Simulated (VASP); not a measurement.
Wanted: the native input for a VASP 6.6.1 run.

| Property | Result |
| --- | --- |
| Task | single point |
| Functional | RPBE |
| Dispersion | D4 |
| Potentials or basis | VASP PAW PBE potentials, release 64 (Ti_sv, O) |
| Cutoff | 600 eV |
| k mesh | 6 × 6 × 8 |
| Occupations | gaussian, width 0.05 eV |
| Spin | no spin polarisation |
| Dipole correction | no |
| Further INCAR settings | ALGO = Normal; EDIFF = 1e-06; NBANDS = 33 |

The structure of TiO2 lies in POSCAR:

```
TiO2
1.0
    4.6701576143      0.0000000000      0.0000000000
    0.0000000000      4.6701576143      0.0000000000
    0.0000000000      0.0000000000      2.9767721183
Ti O
2 4
Direct
    0.0000000000      0.0000000000      0.0000000000
    0.5000000000      0.5000000000      0.5000000000
    0.3057673478      0.3057673478      0.0000000000
    0.8057673478      0.1942326522      0.5000000000
    0.1942326522      0.8057673478      0.5000000000
    0.6942326522      0.6942326522      0.0000000000
```

This cell differs from its parent crystal: volume scaled by 1.04.

One way to write it, as run:

INCAR

```
SYSTEM = TiO2
  PREC = Accurate
  ENCUT = 600
  EDIFF = 1E-6
  ISMEAR = 0
  SIGMA = 0.05
  LREAL = .False.
  LASPH = .True.
  NELM = 120
  ALGO = Normal
  ISIF = 2
  LWAVE = .False.
  LCHARG = .False.
  GGA = RP
  IVDW = 13
  NBANDS = 33
  GGA_COMPAT = .False.
```

KPOINTS

```
Automatic mesh
0
Gamma
  6 6 8
  0 0 0
```

Potentials or basis: VASP PAW PBE potentials, release 64 (Ti_sv, O).

Launch:

```sh
$ cat potpaw_PBE.64/Ti_sv/POTCAR potpaw_PBE.64/O/POTCAR > POTCAR
$ mpirun -np 1 vasp_std > vasp.out
```

It gave:

- Pressure: -7.0 GPa
- Largest force: 0.023 eV/Å
- Band gap on the k mesh: 1.86 eV, direct
- Dispersion energy per atom: -0.427 eV

Caveat: the PAW data sets were made with another functional, which shifts forces and pressure a little.

Wall time 99 s on 1 thread of Intel Xeon 6975P-C, on a shared host, peak memory 0.25 GiB.
